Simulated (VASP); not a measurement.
# Rh (Fm-3m) in VASP: notebook

Rh is run at these levels: PBEsol-based screened hybrid with 25 % exact exchange, LDA; tasks: single point.

All numbers are computed with VASP 6.6.1; they aren't measurements. Logs are shortened: lines on timing, memory, paths and dates and some standing lists are left out, and cuts for length are marked.

### 1 The cell of the first run

Symmetry: Fm-3m, No. 225, cubic system. The conventional cell has a = 3.744 Å, b = 3.744 Å, c = 3.744 Å, α = 90.00°, β = 90.00°, γ = 90.00°. Within 3.5 Å of Rh (site symmetry m-3m) lie 12 Rh at 2.65 Å.

### 2 Single point, PBEsol-based screened hybrid with 25 % exact exchange

File POSCAR:

```
Rh
1.0
    0.0000000000      1.8722002341      1.8722002341
    1.8722002341      0.0000000000      1.8722002341
    1.8722002341      1.8722002341      0.0000000000
Rh
1
Direct
    0.0000000000      0.0000000000      0.0000000000
```

File INCAR.step1:

```
SYSTEM = Rh
PREC = Accurate
ENCUT = 520
EDIFF = 1E-5
ISMEAR = -1
SIGMA = 0.05
LREAL = .False.
LASPH = .True.
NELM = 60
ALGO = Normal
ISIF = 2
LWAVE = .True.
LCHARG = .False.
NBANDS = 14
GGA = PE
```

File INCAR.step2:

```
SYSTEM = Rh
PREC = Accurate
ENCUT = 520
EDIFF = 1E-6
ISMEAR = -1
SIGMA = 0.05
LREAL = .False.
LASPH = .True.
NELM = 60
ALGO = Normal
ISIF = 2
LWAVE = .False.
LCHARG = .False.
GGA = PS
LHFCALC = .True.
AEXX = 0.25
HFSCREEN = 0.207
PRECFOCK = Normal
NBANDS = 14
ISTART = 1
```

File KPOINTS:

```
regular mesh
0
Gamma
  6 6 6
  0 0 0
```

Potentials or basis: VASP PAW PBE potentials, release 64 (Rh_pv).

Started as:

```bash
$ cat potpaw_PBE.64/Rh_pv/POTCAR > POTCAR
$ cp INCAR.step1 INCAR
$ mpirun -np 1 vasp_std > vasp.out
$ cp INCAR.step2 INCAR
$ mpirun -np 1 vasp_std > vasp.out
```

OUTCAR:

```text
SYSTEM = Rh
   PREC = Accurate
   ENCUT = 520
   EDIFF = 1E-6
   ISMEAR = -1
   LREAL = .False.
   LASPH = .True.
   NELM = 60
   ISIF = 2
   GGA = PS
   LHFCALC = .True.
   AEXX = 0.25
   HFSCREEN = 0.207
   PRECFOCK = Normal
   ISTART = 1

 ion  position               nearest neighbor table
   1  0.000  0.000  0.000-

  LATTYP: Found a face centered cubic cell.
 ALAT       =     3.7444004682

  Lattice vectors:

 A1 = (   0.0000000000,   1.8722002341,   1.8722002341)
 A2 = (   1.8722002341,   0.0000000000,   1.8722002341)
 A3 = (   1.8722002341,   1.8722002341,   0.0000000000)

Analysis of symmetry for initial positions (statically):
=====================================================================
 Subroutine PRICEL returns:
 Original cell was already a primitive cell.

 Routine SETGRP: Setting up the symmetry group for a
 face centered cubic supercell.

 Subroutine GETGRP returns: Found 48 space group operations
 (whereof 48 operations were pure point group operations)
 out of a pool of 48 trial point group operations.

The static configuration has the point symmetry O_h .

Analysis of symmetry for dynamics (positions and initial velocities):
=====================================================================
 Subroutine PRICEL returns:
 Original cell was already a primitive cell.

 Routine SETGRP: Setting up the symmetry group for a
 face centered cubic supercell.

 Subroutine GETGRP returns: Found 48 space group operations
 (whereof 48 operations were pure point group operations)
 out of a pool of 48 trial point group operations.

The dynamic configuration has the point symmetry O_h .

 Subroutine INISYM returns: Found 48 space group operations
 (whereof 48 operations are pure point group operations),
 and found     1 'primitive' translations

----------------------------------------------------------------------------------------

                                     Primitive cell

  volume of cell :      13.1246

  direct lattice vectors                    reciprocal lattice vectors
     0.000000000  1.872200234  1.872200234    -0.267065451  0.267065451  0.267065451
     1.872200234  0.000000000  1.872200234     0.267065451 -0.267065451  0.267065451
     1.872200234  1.872200234  0.000000000     0.267065451  0.267065451 -0.267065451

  length of vectors
     2.647690963  2.647690963  2.647690963     0.462570930  0.462570930  0.462570930

  position of ions in fractional coordinates (direct lattice)
     0.000000000  0.000000000  0.000000000

  ion indices of the primitive-cell ions
   primitive index   ion index
                 1           1

----------------------------------------------------------------------------------------

 KPOINTS: regular mesh

Automatic generation of k-mesh.
 Grid dimensions read from file:
 generate k-points for:    6    6    6

 Generating k-lattice:

  Cartesian coordinates                     Fractional coordinates (reciprocal lattice)
    -0.044510909  0.044510909  0.044510909     0.166666667  0.000000000  0.000000000
     0.044510909 -0.044510909  0.044510909     0.000000000  0.166666667  0.000000000
     0.044510909  0.044510909 -0.044510909     0.000000000  0.000000000  0.166666667

  Length of vectors
     0.077095155  0.077095155  0.077095155

  Shift w.r.t. Gamma in fractional coordinates (k-lattice)
     0.000000000  0.000000000  0.000000000

 Subroutine IBZKPT returns following result:
 ===========================================

 Found     16 irreducible k-points:

 Following reciprocal coordinates:
            Coordinates               Weight
  0.000000  0.000000  0.000000      1.000000
  0.166667  0.000000  0.000000      8.000000
  0.333333  0.000000  0.000000      8.000000
  0.500000  0.000000  0.000000      4.000000
  0.166667  0.166667  0.000000      6.000000
  0.333333  0.166667  0.000000     24.000000
[... 8 lines left out ...]
 -0.333333  0.333333  0.166667     24.000000
 -0.333333  0.500000  0.166667     12.000000
   k-points           NKPTS =     16   k-points in BZ     NKDIM =    216   number of bands    NBANDS=     14
   number of dos      NEDOS =    301   number of ions     NIONS =      1
   total plane-waves  NPLWV =   8000
   dimension x,y,z NGX =    20 NGY =   20 NGZ =   20
   dimension x,y,z NGXF=    40 NGYF=   40 NGZF=   40
   ions per type =               1
   NGX,Y,Z   is equivalent  to a cutoff of  12.56, 12.56, 12.56 a.u.
   NGXF,Y,Z  is equivalent  to a cutoff of  25.12, 25.12, 25.12 a.u.
 SYSTEM =  Rh
   PREC   = accura    normal or accurate (medium, high low for compatibility)
   ISTART =      1    job   : 0-new  1-cont  2-samecut
   ICHARG =      0    charge: 1-file 2-atom 10-const
   ISPIN  =      1    spin polarized calculation?
   LNONCOLLINEAR =      F non collinear calculations
   LSORBIT =      F    spin-orbit coupling
   LASPH  =      T    aspherical Exc in radial PAW
   ENCUT  =  520.0 eV  38.22 Ry    6.18 a.u.   4.92  4.92  4.92*2*pi/ulx,y,z
   NELM   =     60;   NELMIN=  2; NELMDL=  0     # of ELM steps
   EDIFF  = 0.1E-05   stopping-criterion for ELM
   LREAL  =      F    real-space projection
   EDIFFG = 0.1E-04   stopping-criterion for IOM
   NSW    =      0    number of steps for IOM
   IBRION =     -1    ionic relax: 0-MD 1-quasi-New 2-CG
   NFREE  =      0    steps in history (QN), initial steepest desc. (CG)
   ISIF   =      2    stress and relaxation
   ISYM   =      3    0-nonsym 1-usesym 2-fastsym
   POTIM  = 0.5000    time-step for ionic-motion
   TEBEG  =    0.0;   TEEND  =   0.0 temperature during run
   PSTRESS=    0.0 pullay stress
   NELECT =      15.0000    total number of electrons
   NUPDOWN=      -1.0000    fix difference up-down
   EMIN   =  10.00;   EMAX   =-10.00  energy-range for DOS
   EFERMI =   0.00;   METHOD = LEGACY
   ISMEAR =    -1;   SIGMA  =   0.05  broadening in eV -4-tet -1-fermi 0-gaus
   EFERMI_NEDOS =   21; number of points for ismear=-14 and -15
   IALGO  =     38    algorithm
   IMIX   =      1    mixing-type and parameters
     AMIX     =   0.40;   BMIX     =  1.00
     AMIX_MAG =   1.60;   BMIX_MAG =  1.00
  volume/ion in A,a.u.               =      13.12        88.57
  Fermi-wavevector in a.u.,A,eV,Ry     =   1.711629  3.234510 39.860630  2.929674
  Thomas-Fermi vector in A             =   2.789708
   LORBIT       =      0    0 simple, 1 ext, 2 COOP (PROOUT), +10 PAW based schemes
   GGA     = PS    functional components
   LHFCALC =     T    Hartree Fock is set to
   PRECFOCK=normal    Normal, Fast or Accurate (Low or Medium for compatibility)
   ENCUT4O =  -1.0   cutoff for four orbital integrals eV
   NKREDX  =     1    reduce k-point grid by
   NKREDY  =     1    reduce k-point grid by
   NKREDZ  =     1    reduce k-point grid by
   AEXX    =    0.2500 exact exchange contribution
   HFSCREEN=    0.2070 screening length (either q_TF or 0.3 A-1)
   HFSCREENC=   0.2070 screening length for correlation (either q_TF or 0.3 A-1)
   ENCUTFOCK=  -1.0 apply spherical cutoff to Coloumb kernel
   IVDW    =     0    specifies the selected vdW correction
   LEPSILON=     F    determine dielectric tensor
   LRPA    =     F    only Hartree local field effects (RPA)
 non-spin polarized calculation
  energy-cutoff  :      520.00
  volume of cell :       13.12
 maximum number of plane-waves:       366
  NGX = 16; NGY = 16; NGZ = 16

 number of electron      14.9999999 magnetization

 Free energy of the ion-electron system (eV)
  ---------------------------------------------------
  ext. energy  EPLUGINS =         0.00000000
  ---------------------------------------------------
  free energy    TOTEN  =        -8.98012178 eV

  energy without entropy =       -8.96989551  energy(sigma->0) =       -8.97500865

 E-fermi :  12.0342     XC(G=0): -11.7369

 val. band max:       11.8662858010   @ k =   0.3333   0.0000   0.0000
 cond. band min:      12.0979212156   @ k =   0.3333   0.1667   0.0000
 fundamental gap:      0.2316354145
 Fermi energy:        12.0341536260

 k-point     1 :       0.0000    0.0000    0.0000
  band No.  band energies     occupation
      1     -37.2262      2.00000
      2     -37.2262      2.00000
      3     -37.2262      2.00000
      4       3.0820      2.00000
      5       8.2998      2.00000
      6       8.2998      2.00000
      7       8.2998      2.00000
      8      10.6219      2.00000
      9      10.6219      2.00000
     10      29.4207      0.00000
     11      35.3620      0.00000
     12      35.3620      0.00000
     13      35.3620      0.00000
     14      37.6109      0.00000

 k-point     2 :       0.1667    0.0000    0.0000
  band No.  band energies     occupation
      1     -37.4873      2.00000
      2     -37.2639      2.00000
      3     -37.2639      2.00000
      4       4.2504      2.00000
      5       7.9664      2.00000
      6       8.6801      2.00000
      7       8.6801      2.00000
      8      10.5758      2.00000
      9      10.5758      2.00000
     10      30.9303      0.00000
     11      31.4617      0.00000
     12      37.1136      0.00000
     13      37.1136      0.00000
     14      37.6117      0.00000

 k-point     3 :       0.3333    0.0000    0.0000
  band No.  band energies     occupation
      1     -37.9937      2.00000
      2     -37.3368      2.00000
      3     -37.3368      2.00000
      4       5.0777      2.00000
      5       8.4033      2.00000
      6       8.4033      2.00000
      7       9.9851      2.00000
      8      11.8663      1.93269
      9      11.8663      1.93269
     10      26.4027      0.00000
     11      30.3614      0.00000
     12      37.6110      0.00000
     13      38.0859      0.00000
     14      38.0859      0.00000
[... 188 lines left out ...]
 k-point    15 :      -0.3333    0.3333    0.1667
  band No.  band energies     occupation
      1     -38.0155      2.00000
      2     -37.7659      2.00000
      3     -37.5175      2.00000
      4       6.3887      2.00000
      5       6.7857      2.00000
      6       8.1687      2.00000
      7      10.1799      2.00000
      8      12.8755      0.00000
      9      20.5851      0.00000
     10      22.3497      0.00000
     11      28.7036      0.00000
     12      28.9816      0.00000
     13      36.9378      0.00000
     14      37.6123      0.00000

 k-point    16 :      -0.3333    0.5000    0.1667
  band No.  band energies     occupation
      1     -38.0385      2.00000
      2     -37.7507      2.00000
      3     -37.6108      2.00000
      4       5.4129      2.00000
      5       6.0850      2.00000
      6       9.4832      2.00000
      7      11.0843      2.00000
      8      13.6134      0.00000
      9      20.7394      0.00000
     10      25.4138      0.00000
     11      25.4412      0.00000
     12      26.7259      0.00000
     13      37.6104      0.00000
     14      38.8140      0.00000

------------------------ aborting loop because EDIFF is reached ----------------------------------------

  FORCE on cell =-STRESS in cart. coord.  units (eV):
  Direction    XX          YY          ZZ          XY          YZ          ZX
  --------------------------------------------------------------------------------------
  -------------------------------------------------------------------------------------
  Total        0.2582677      0.2582677      0.2582677     -0.0000000     -0.0000000      0.0000000
  in kB       31.5278129     31.5278129     31.5278129     -0.0000000     -0.0000000      0.0000000
  external PRESSURE =      31.5278129 kB  Pullay stress =       0.0000000 kB

 VOLUME and BASIS-vectors are now :
 -----------------------------------------------------------------------------
  energy-cutoff  :      520.00
  volume of cell :       13.12
      direct lattice vectors                 reciprocal lattice vectors
     0.000000000  1.872200234  1.872200234    -0.267065451  0.267065451  0.267065451
     1.872200234  0.000000000  1.872200234     0.267065451 -0.267065451  0.267065451
     1.872200234  1.872200234  0.000000000     0.267065451  0.267065451 -0.267065451

 POSITION                                       TOTAL-FORCE (eV/Angst)
 -----------------------------------------------------------------------------------
      0.00000      0.00000      0.00000         0.000000     -0.000000      0.000000
 -----------------------------------------------------------------------------------
    total drift:                                0.000001      0.000001      0.000001

  FREE ENERGIE OF THE ION-ELECTRON SYSTEM (eV)
  ---------------------------------------------------
  free  energy   TOTEN  =        -8.9801217825 eV

  energy  without entropy=       -8.9698955109  energy(sigma->0) =       -8.97500865
```

It took 25 min on 1 thread of AMD EPYC 7R43 (Zen 3), shared host; peak memory 0.2 GiB.

Results:

* Free energy: -8.9801 eV
* Pressure: 3.2 GPa
* Band gap on the k mesh: zero (an odd number of electrons rules out a gap without spin polarisation)

Levels at points of the mesh, in eV from the Fermi level:
```
           k point  band 4  band 5  band 6  band 7  band 8  band 9  band 10  band 11
(0.00, 0.00, 0.00)   -8.95   -3.73   -3.73   -3.73   -1.41   -1.41    17.39    23.33
(0.50, 0.00, 0.00)   -7.23   -3.97   -3.97    0.93    0.93    1.08    10.58    16.88
(0.50, 0.50, 0.00)   -7.66   -7.15    0.60    1.55    1.55    3.97    14.43    14.99
```

Caveat: the k points lie up to 0.48 Å⁻¹ apart, too coarse for converged energies and pressures of a metal; the PAW data sets were made with another functional, which shifts forces and pressure a little.

### 3 Single point, LDA

This run uses another cell than the first one, of 13.67 Å³/atom.

File INCAR:

```
ALGO     = Normal         # electronic algorithm
EDIFF    = 1E-6           # SCF threshold, eV
ENCUT    = 620            # plane-wave cutoff, eV
GGA_COMPAT= False        
ISIF     = 2              # what is computed and relaxed
ISMEAR   = -1             # smearing method
LASPH    = True           # aspherical terms in the spheres
LCHARG   = False          # write CHGCAR
LREAL    = False          # projectors in reciprocal space
LWAVE    = False          # write WAVECAR
NBANDS   = 14             # bands
NELM     = 120            # most SCF steps
PREC     = Accurate       # precision mode
SIGMA    = 0.05           # smearing width, eV
```

File KPOINTS:

```
k-points
0
Gamma
  12 12 12
```

File POSCAR:

```
Rh
1.0
    0.0000000000      1.8978500000      1.8978500000
    1.8978500000      0.0000000000      1.8978500000
    1.8978500000      1.8978500000      0.0000000000
Rh
1
Direct
    0.0000000000      0.0000000000      0.0000000000
```

Potentials or basis: VASP PAW LDA potentials, release 64 (Rh_sv_GW).

Started as:

```bash
$ cat potpaw_LDA.64/Rh_sv_GW/POTCAR > POTCAR
$ mpirun -np 1 vasp_std > vasp.out
```

It took 6.1 s on 1 thread of Intel Xeon 6975P-C (Granite Rapids), shared host; peak memory 0.15 GiB.

The run converged. Its results:

```yaml
Free_energy: -7.8243 eV
Pressure: -9.5 GPa
Band_gap_on_the_k_mesh: zero (an odd number of electrons rules out a gap without spin polarisation)
```

Levels at points of the mesh, in eV from the Fermi level:
```
           k point  band 5  band 6  band 7  band 8  band 9  band 10  band 11  band 12
(0.00, 0.00, 0.00)   -8.08   -3.16   -3.16   -3.16   -1.02    -1.02    15.74    21.06
(0.50, 0.00, 0.00)   -6.24   -3.23   -3.23    0.56    0.56     0.67     8.63    15.30
(0.50, 0.50, 0.00)   -6.42   -6.06    0.55    0.98    0.98     3.20    12.29    13.18
```

Caveat: the cell stands under tension.

### 4 Single point, LDA

This run uses another cell than the first one, of 13.67 Å³/atom.

File INCAR:

```
SYSTEM = Rh
PREC = Accurate
ENCUT = 620
EDIFF = 1E-6
ISMEAR = -1
SIGMA = 0.05
LREAL = .FALSE.
LASPH = .TRUE.
NELM = 120
ALGO = Normal
ISIF = 2
LWAVE = .FALSE.
LCHARG = .FALSE.
GGA = CA
NBANDS = 14
GGA_COMPAT = .FALSE.
```

File KPOINTS:

```
Automatic mesh
0
G
  12 12 12
  0 0 0
```

POSCAR is that of step 3.

Started as:

```bash
$ cat potpaw_LDA.64/Rh_sv_GW/POTCAR > POTCAR
$ mpirun -np 1 vasp_std > vasp.out
```

It took 14 s on 1 thread of AMD EPYC 7R13 (Zen 3), shared host; peak memory 0.12 GiB.

Results (log left out):

- Free energy: -7.8243 eV
- Pressure: -9.5 GPa
- Band gap on the k mesh: zero (an odd number of electrons rules out a gap without spin polarisation)

Levels at points of the mesh, in eV from the Fermi level:
| k point | band 5 | band 6 | band 7 | band 8 | band 9 | band 10 | band 11 | band 12 |
| --- | --- | --- | --- | --- | --- | --- | --- | --- |
| (0.00, 0.00, 0.00) | -8.08 | -3.16 | -3.16 | -3.16 | -1.02 | -1.02 | 15.74 | 21.06 |
| (0.50, 0.00, 0.00) | -6.24 | -3.23 | -3.23 | 0.56 | 0.56 | 0.67 | 8.63 | 15.30 |
| (0.50, 0.50, 0.00) | -6.42 | -6.06 | 0.55 | 0.98 | 0.98 | 3.20 | 12.29 | 13.18 |

Caveat: the cell stands under tension.

### 5 Single point, LDA

This run uses another cell than the first one, of 14.49 Å³/atom.

File INCAR:

```
PREC = Accurate ; ENCUT = 620
EDIFF = 1E-6 ; ISMEAR = -1
SIGMA = 0.05 ; LREAL = F
LASPH = T ; NELM = 120
ALGO = Normal ; ISIF = 2
LWAVE = F ; LCHARG = F
NBANDS = 14 ; GGA_COMPAT = F
```

File KPOINTS:

```
regular mesh
0
Gamma
  12 12 12
```

File POSCAR:

```
Rh
1.0
    0.0000000000      1.9350721950      1.9350721950
    1.9350721950      0.0000000000      1.9350721950
    1.9350721950      1.9350721950      0.0000000000
Rh
1
Direct
    0.0000000000      0.0000000000      0.0000000000
```

Started as:

```bash
$ cat potpaw_LDA.64/Rh_sv_GW/POTCAR > POTCAR
$ mpirun -np 1 vasp_std > vasp.out
```

Wall time 9.7 s (1 thread of AMD EPYC 9R45 (Zen 5), shared host); peak memory 0.12 GiB.

The run converged. Its results:

| Property | Result |
| --- | --- |
| Free energy | -7.7419 eV |
| Pressure | -22.9 GPa |
| Band gap on the k mesh | zero (an odd number of electrons rules out a gap without spin polarisation) |

Levels at points of the mesh, in eV from the Fermi level:
```csv
k point,band 5,band 6,band 7,band 8,band 9,band 10,band 11,band 12
"(0.00, 0.00, 0.00)",-7.65,-2.88,-2.88,-2.88,-0.93,-0.93,15.80,20.81
"(0.50, 0.00, 0.00)",-5.75,-2.94,-2.94,0.51,0.51,0.75,8.05,15.34
"(0.50, 0.50, 0.00)",-5.87,-5.54,0.49,0.88,0.88,3.14,11.56,12.85
```

Caveat: the cell stands under tension.

### 6 Summary

| level | potentials or basis | cell | k mesh | cutoff (eV) | grid for exact exchange (PRECFOCK) | share of exact exchange | screening parameter | gap on the mesh (eV) | pressure (GPa) |
| --- | --- | --- | --- | --- | --- | --- | --- | --- | --- |
| PBEsol-based screened hybrid with 25 % exact exchange | VASP PAW PBE potentials, release 64 (Rh_pv) | a = 2.648 Å, angles 60.0°, 1 atom | 6 × 6 × 6 | 520 | Normal | 0.25 | 0.207 1/Å | none | 3.2 |
| LDA | VASP PAW LDA potentials, release 64 (Rh_sv_GW) | a = 2.684 Å, angles 60.0°, 1 atom | 12 × 12 × 12 | 620 | - | - | - | none | -9.5 |
| LDA | VASP PAW LDA potentials, release 64 (Rh_sv_GW) | a = 2.737 Å, angles 60.0°, 1 atom | 12 × 12 × 12 | 620 | - | - | - | none | -22.9 |

Alike in all rows: task single point; no spin polarisation; smearing fermi-dirac 0.05 eV.

Caveats: some runs use coarse meshes; the cell stands under tension (at least some runs); the PAW data sets were made with another functional, which shifts forces and pressure a little (at least some runs).

Absolute energies hang on the potentials; compare differences alone.

The gap in the log of VASP goes by the Fermi energy; the results here count the filled bands.